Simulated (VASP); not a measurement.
# AlNi3 (I4/mmm) in VASP: further runs

The runs below take AlNi3 through single point, with PBEsol.

All numbers are computed with VASP 6.6.1; they aren't measurements. Logs are shortened: lines on timing, memory, paths and dates and some standing lists are left out, and cuts for length are marked.

**1. The cell of the first run**

It takes space group I4/mmm (No. 139, tetragonal). Conventional cell: a = 3.641 Å, b = 3.641 Å, c = 5.821 Å, α = 90.00°, β = 90.00°, γ = 90.00°. Al (site symmetry 4/mmm) has 14 Ni at 2.33 to 2.91 Å within 3.1 Å. Within 3.1 Å of Ni (site symmetry -4m2) lie 4 Al at 2.33 Å and 10 Ni at 2.33 to 2.91 Å. Within 3.1 Å of Ni (site symmetry 4/mmm) lie 8 Ni at 2.33 Å and 6 Al at 2.57 to 2.91 Å.

**2. Single point, PBEsol (strain -0.080 along x and y, +0.040 along z)**

The input, INCAR:

```
PREC = Accurate ; ENCUT = 520
EDIFF = 1E-7 ; ISMEAR = 0
SIGMA = 0.15 ; LREAL = False
LASPH = True ; NELM = 80
ALGO = Fast ; ISIF = 2
LWAVE = False ; LCHARG = False
GGA = PS ; NBANDS = 24
```

The input, KPOINTS:

```
Automatic mesh
0
Gamma
  14 14 14
```

The input, POSCAR:

```
AlNi3
1.0
    0.0000000000      2.5745352306      2.9103441737
    2.5745352306      0.0000000000      2.9103441737
    2.5745352306      2.5745352306      0.0000000000
Al Ni
1 3
Direct
    0.5000000000      0.5000000000      0.5000000000
    0.2500000000      0.2500000000      0.2500000000
    0.0000000000      0.0000000000      0.0000000000
    0.7500000000      0.7500000000      0.7500000000
```

Potentials or basis: VASP PAW PBE potentials, release 64 (Al, Ni).

Started as:

```
> cat potpaw_PBE.64/Al/POTCAR potpaw_PBE.64/Ni/POTCAR > POTCAR
> mpirun -np 1 vasp_std > vasp.out
```

OUTCAR:

```text
PREC = Accurate
   ENCUT = 520
   EDIFF = 1E-7
   ISMEAR = 0
   LREAL = False
   LASPH = True
   NELM = 80
   ISIF = 2
   GGA = PS

 ion  position               nearest neighbor table
   1  0.500  0.500  0.500-   2 2.33   2 2.33   2 2.33   2 2.33   4 2.33   4 2.33   4 2.33   4 2.33
                             3 2.57   3 2.57   3 2.57   3 2.57   3 2.91   3 2.91
   2  0.250  0.250  0.250-   3 2.33   3 2.33   3 2.33   1 2.33   3 2.33   1 2.33   1 2.33   1 2.33
                             4 2.57   4 2.57   4 2.57   4 2.57   4 2.91   4 2.91
   3  0.000  0.000  0.000-   4 2.33   4 2.33   4 2.33   2 2.33   4 2.33   2 2.33   2 2.33   2 2.33
                             1 2.57   1 2.57   1 2.57   1 2.57   1 2.91   1 2.91
   4  0.750  0.750  0.750-   1 2.33   1 2.33   1 2.33   1 2.33   3 2.33   3 2.33   3 2.33   3 2.33
                             2 2.57   2 2.57   2 2.57   2 2.57   2 2.91   2 2.91

  LATTYP: Found a body centered tetragonal cell.
 ALAT       =     3.6409426399
 C/A-ratio  =     1.5986762009

  Lattice vectors:

 A1 = (  -2.5745352306,   0.0000000000,   2.9103441737)
 A2 = (   2.5745352306,   0.0000000000,   2.9103441737)
 A3 = (   0.0000000000,   2.5745352306,  -2.9103441737)

Analysis of symmetry for initial positions (statically):
=====================================================================
 Subroutine PRICEL returns:
 Original cell was already a primitive cell.

 Routine SETGRP: Setting up the symmetry group for a
 body centered tetragonal supercell.

 Subroutine GETGRP returns: Found 16 space group operations
 (whereof 16 operations were pure point group operations)
 out of a pool of 16 trial point group operations.

The static configuration has the point symmetry D_4h.

Analysis of symmetry for dynamics (positions and initial velocities):
=====================================================================
 Subroutine PRICEL returns:
 Original cell was already a primitive cell.

 Routine SETGRP: Setting up the symmetry group for a
 body centered tetragonal supercell.

 Subroutine GETGRP returns: Found 16 space group operations
 (whereof 16 operations were pure point group operations)
 out of a pool of 16 trial point group operations.

The dynamic configuration has the point symmetry D_4h.

 Subroutine INISYM returns: Found 16 space group operations
 (whereof 16 operations are pure point group operations),
 and found     1 'primitive' translations

----------------------------------------------------------------------------------------

                                     Primitive cell

  volume of cell :      38.5809

  direct lattice vectors                    reciprocal lattice vectors
     0.000000000  2.574535231  2.910344174    -0.194209811  0.194209811  0.171800986
     2.574535231  0.000000000  2.910344174     0.194209811 -0.194209811  0.171800986
     2.574535231  2.574535231  0.000000000     0.194209811  0.194209811 -0.171800986

  length of vectors
     3.885657584  3.885657584  3.640942640     0.323960615  0.323960615  0.323960615

  position of ions in fractional coordinates (direct lattice)
     0.500000000  0.500000000  0.500000000
     0.250000000  0.250000000  0.250000000
     0.000000000  0.000000000  0.000000000
     0.750000000  0.750000000  0.750000000

  ion indices of the primitive-cell ions
   primitive index   ion index
                 1           1
                 2           2
                 3           3
                 4           4

----------------------------------------------------------------------------------------

 KPOINTS: Automatic mesh

Automatic generation of k-mesh.
 Grid dimensions read from file:
 generate k-points for:   14   14   14

 Generating k-lattice:

  Cartesian coordinates                     Fractional coordinates (reciprocal lattice)
    -0.013872129  0.013872129  0.012271499     0.071428571  0.000000000  0.000000000
     0.013872129 -0.013872129  0.012271499     0.000000000  0.071428571  0.000000000
     0.013872129  0.013872129 -0.012271499    -0.000000000 -0.000000000  0.071428571

  Length of vectors
     0.023140044  0.023140044  0.023140044

  Shift w.r.t. Gamma in fractional coordinates (k-lattice)
     0.000000000  0.000000000  0.000000000

 Subroutine IBZKPT returns following result:
 ===========================================

 Found    244 irreducible k-points:

 Following reciprocal coordinates:
            Coordinates               Weight
  0.000000  0.000000  0.000000      1.000000
  0.071429  0.000000  0.000000      8.000000
  0.142857  0.000000  0.000000      8.000000
  0.214286 -0.000000  0.000000      8.000000
  0.285714  0.000000  0.000000      8.000000
  0.357143  0.000000  0.000000      8.000000
[... 16 lines left out ...]
  0.214286  0.142857  0.000000      8.000000
  0.285714  0.142857  0.000000      8.000000
 [... further k-points ...]
   k-points           NKPTS =    244   k-points in BZ     NKDIM =    244   number of bands    NBANDS=     24
   number of dos      NEDOS =    301   number of ions     NIONS =      4
   total plane-waves  NPLWV =  25200
   dimension x,y,z NGX =    30 NGY =   30 NGZ =   28
   dimension x,y,z NGXF=    60 NGYF=   60 NGZF=   56
   ions per type =               1   3
   NGX,Y,Z   is equivalent  to a cutoff of  12.84, 12.84, 12.78 a.u.
   NGXF,Y,Z  is equivalent  to a cutoff of  25.67, 25.67, 25.57 a.u.
 SYSTEM =  unknown system
   PREC   = accura    normal or accurate (medium, high low for compatibility)
   ISTART =      0    job   : 0-new  1-cont  2-samecut
   ICHARG =      2    charge: 1-file 2-atom 10-const
   ISPIN  =      1    spin polarized calculation?
   LNONCOLLINEAR =      F non collinear calculations
   LSORBIT =      F    spin-orbit coupling
   LASPH  =      T    aspherical Exc in radial PAW
   ENCUT  =  520.0 eV  38.22 Ry    6.18 a.u.   7.22  7.22  6.77*2*pi/ulx,y,z
   NELM   =     80;   NELMIN=  2; NELMDL= -5     # of ELM steps
   EDIFF  = 0.1E-06   stopping-criterion for ELM
   LREAL  =      F    real-space projection
   EDIFFG = 0.1E-05   stopping-criterion for IOM
   NSW    =      0    number of steps for IOM
   IBRION =     -1    ionic relax: 0-MD 1-quasi-New 2-CG
   NFREE  =      0    steps in history (QN), initial steepest desc. (CG)
   ISIF   =      2    stress and relaxation
   ISYM   =      2    0-nonsym 1-usesym 2-fastsym
   POTIM  = 0.5000    time-step for ionic-motion
   TEBEG  =    0.0;   TEEND  =   0.0 temperature during run
   PSTRESS=    0.0 pullay stress
   NELECT =      33.0000    total number of electrons
   NUPDOWN=      -1.0000    fix difference up-down
   EMIN   =  10.00;   EMAX   =-10.00  energy-range for DOS
   EFERMI =   0.00;   METHOD = LEGACY
   ISMEAR =     0;   SIGMA  =   0.15  broadening in eV -4-tet -1-fermi 0-gaus
   EFERMI_NEDOS =   21; number of points for ismear=-14 and -15
   IALGO  =     68    algorithm
   IMIX   =      4    mixing-type and parameters
     AMIX     =   0.40;   BMIX     =  1.00
     AMIX_MAG =   1.60;   BMIX_MAG =  1.00
  volume/ion in A,a.u.               =       9.65        65.09
  Fermi-wavevector in a.u.,A,eV,Ry     =   1.554016  2.936664 32.857601  2.414966
  Thomas-Fermi vector in A             =   2.658163
   LORBIT       =      0    0 simple, 1 ext, 2 COOP (PROOUT), +10 PAW based schemes
   GGA     = PS    functional components
   LHFCALC =     F    Hartree Fock is set to
   AEXX    =    0.0000 exact exchange contribution
   IVDW    =     0    specifies the selected vdW correction
   LEPSILON=     F    determine dielectric tensor
   LRPA    =     F    only Hartree local field effects (RPA)
 non-spin polarized calculation
 RMM-DIIS sequential band-by-band and
 Gauss-broadening in eV      SIGMA  =   0.15
  energy-cutoff  :      520.00
  volume of cell :       38.58
 maximum number of plane-waves:      1054
 NGX is ok and might be reduce to    30
   NGX = 15   NGY = 15   NGZ = 13

 number of electron      33.0000006 magnetization

 Free energy of the ion-electron system (eV)
  ---------------------------------------------------
  ext. energy  EPLUGINS =         0.00000000
  ---------------------------------------------------
  free energy    TOTEN  =       -23.62401873 eV

  energy without entropy =      -23.59673433  energy(sigma->0) =      -23.61037653

 E-fermi :  11.7322     XC(G=0): -13.6960

 val. band max:       11.7277246537   @ k =   0.5000   0.0714   0.3571
 cond. band min:      11.7415327877   @ k =  -0.2143   0.4286   0.2143
 fundamental gap:      0.0138081340
 Fermi energy:        11.7321844633

 k-point     1 :       0.0000    0.0000    0.0000
  band No.  band energies     occupation
      1       0.5820      2.00000
      2       7.1986      2.00000
      3       7.4633      2.00000
      4       7.5028      2.00000
      5       7.7449      2.00000
      6       7.7449      2.00000
[... 16 lines left out ...]
     23      20.4218      0.00000
     24      20.4758      0.00000

 k-point     2 :       0.0714    0.0000    0.0000
  band No.  band energies     occupation
      1       0.6665      2.00000
      2       7.1868      2.00000
      3       7.4778      2.00000
      4       7.5037      2.00000
      5       7.7247      2.00000
      6       7.8119      2.00000
[... 16 lines left out ...]
     23      20.4245      0.00000
     24      21.1174      0.00000

 k-point     3 :       0.1429    0.0000    0.0000
  band No.  band energies     occupation
      1       0.9181      2.00000
      2       7.1784      2.00000
      3       7.4547      2.00000
      4       7.4877      2.00000
      5       7.7716      2.00000
      6       7.9534      2.00000
[... 16 lines left out ...]
     23      20.8433      0.00000
     24      21.5366      0.00000
[... 514 lines left out ...]
 k-point    23 :       0.2143    0.1429    0.0000
  band No.  band energies     occupation
      1       1.2282      2.00000
      2       6.7165      2.00000
      3       7.6162      2.00000
      4       7.6847      2.00000
      5       7.8987      2.00000
      6       7.9146      2.00000
[... 16 lines left out ...]
     23      20.7527      0.00000
     24      22.7576      0.00000

 k-point    24 :       0.2857    0.1429    0.0000
  band No.  band energies     occupation
      1       1.6539      2.00000
      2       6.6228      2.00000
      3       7.5065      2.00000
      4       7.7301      2.00000
      5       7.9863      2.00000
      6       8.0290      2.00000
[... 16 lines left out ...]
     23      21.0769      0.00000
     24      23.1085      0.00000

 [... further k-points ...]

------------------------ aborting loop because EDIFF is reached ----------------------------------------

  FORCE on cell =-STRESS in cart. coord.  units (eV):
  Direction    XX          YY          ZZ          XY          YZ          ZX
  --------------------------------------------------------------------------------------
  -------------------------------------------------------------------------------------
  Total        7.9737651      7.9737651      8.8006909      0.0000000      0.0000000     -0.0000000
  in kB      331.1326438    331.1326438    365.4730236      0.0000000      0.0000000     -0.0000000
  external PRESSURE =     342.5794371 kB  Pullay stress =       0.0000000 kB

 VOLUME and BASIS-vectors are now :
 -----------------------------------------------------------------------------
  energy-cutoff  :      520.00
  volume of cell :       38.58
      direct lattice vectors                 reciprocal lattice vectors
     0.000000000  2.574535231  2.910344174    -0.194209811  0.194209811  0.171800986
     2.574535231  0.000000000  2.910344174     0.194209811 -0.194209811  0.171800986
     2.574535231  2.574535231  0.000000000     0.194209811  0.194209811 -0.171800986

 POSITION                                       TOTAL-FORCE (eV/Angst)
 -----------------------------------------------------------------------------------
      2.57454      2.57454      2.91034         0.000000     -0.000000     -0.000000
      1.28727      1.28727      1.45517         0.000000      0.000000      0.000000
      0.00000      0.00000      0.00000         0.000000     -0.000000     -0.000000
      3.86180      3.86180      4.36552        -0.000000     -0.000000      0.000000
 -----------------------------------------------------------------------------------
    total drift:                                0.000000     -0.000000      0.000000

  FREE ENERGIE OF THE ION-ELECTRON SYSTEM (eV)
  ---------------------------------------------------
  free  energy   TOTEN  =       -23.6240187342 eV

  energy  without entropy=      -23.5967343270  energy(sigma->0) =      -23.61037653
```

It took 2.4 min on 1 thread of Intel Xeon 6975P-C (Granite Rapids), shared host; peak memory 0.3 GiB.

What came out:

```
Free energy            : -23.6240 eV
Pressure               : 34.3 GPa
Band gap on the k mesh : zero (an odd number of electrons rules out a gap without spin polarisation)
```

Levels at points of the mesh, in eV from the Fermi level:
```tsv
k point	band 12	band 13	band 14	band 15	band 16	band 17	band 18	band 19	band 20	band 21
(0.00, 0.00, 0.00)	-0.95	-0.89	-0.84	-0.51	-0.39	5.13	5.87	5.87	6.18	6.62
(0.50, 0.00, 0.00)	-1.89	-0.89	-0.87	-0.78	-0.34	-0.08	3.70	4.76	5.35	6.09
(0.50, 0.50, 0.00)	-0.77	-0.73	-0.73	-0.50	-0.46	-0.41	-0.28	-0.28	5.83	6.50
(0.50, 0.00, 0.50)	-1.56	-1.35	-1.27	-0.69	-0.54	-0.43	-0.38	0.46	4.65	5.22
```

Caveat: the cell differs from its parent crystal (strain -0.080 along x and y, +0.040 along z); the cell stands under pressure; the PAW data sets were made with another functional, which shifts forces and pressure a little.

**3. Single point, PBEsol (strain -0.080 along x and y, +0.080 along z)**

The input, INCAR:

```
PREC = Accurate ; ENCUT = 520
EDIFF = 1E-6 ; ISMEAR = 0
SIGMA = 0.15 ; LREAL = False
LASPH = True ; NELM = 60
ALGO = Fast ; ISIF = 2
LWAVE = False ; LCHARG = True
GGA = PS ; LELF = True
LVHAR = True ; NBANDS = 24
```

KPOINTS is that of step 2.

POSCAR: that of step 2 with these lines changed.

```diff
@@ -2,4 +2,4 @@
 1.0
-    0.0000000000      2.5745352306      2.9103441737
-    2.5745352306      0.0000000000      2.9103441737
+    0.0000000000      2.5745352306      3.0222804880
+    2.5745352306      0.0000000000      3.0222804880
     2.5745352306      2.5745352306      0.0000000000
```

Potentials or basis: VASP PAW PBE potentials, release 64 (Al, Ni).

Started as:

```
> cat potpaw_PBE.64/Al/POTCAR potpaw_PBE.64/Ni/POTCAR > POTCAR
> mpirun -np 1 vasp_std > vasp.out
```

It took 2.2 min on 1 thread of Intel Xeon 6975P-C (Granite Rapids), shared host; peak memory 0.31 GiB.

The run converged. Its results:

| Property | Result |
| --- | --- |
| Free energy | -23.9049 eV |
| Pressure | 22.2 GPa |
| Band gap on the k mesh | zero (an odd number of electrons rules out a gap without spin polarisation) |

Stress tensor (GPa, compression positive):
```
21.05  0.00  0.00
 0.00 21.05  0.00
 0.00  0.00 24.48
```

Levels at points of the mesh, in eV from the Fermi level:
| k point | band 12 | band 13 | band 14 | band 15 | band 16 | band 17 | band 18 | band 19 | band 20 | band 21 |
| --- | --- | --- | --- | --- | --- | --- | --- | --- | --- | --- |
| (0.00, 0.00, 0.00) | -0.94 | -0.86 | -0.83 | -0.51 | -0.28 | 4.26 | 5.78 | 5.78 | 6.17 | 6.35 |
| (0.50, 0.00, 0.00) | -1.71 | -0.90 | -0.89 | -0.81 | -0.29 | -0.05 | 3.28 | 4.35 | 5.45 | 6.09 |
| (0.50, 0.50, 0.00) | -0.87 | -0.48 | -0.45 | -0.45 | -0.39 | -0.29 | -0.25 | -0.25 | 5.89 | 6.50 |
| (0.50, 0.00, 0.50) | -1.48 | -1.43 | -1.18 | -0.73 | -0.45 | -0.44 | -0.37 | 0.57 | 4.44 | 4.86 |

Caveat: the cell differs from its parent crystal (strain -0.080 along x and y, +0.080 along z); the cell stands under pressure; the PAW data sets were made with another functional, which shifts forces and pressure a little. Spin polarisation is off, so any magnetic state and its effect on volume and gap are missing.
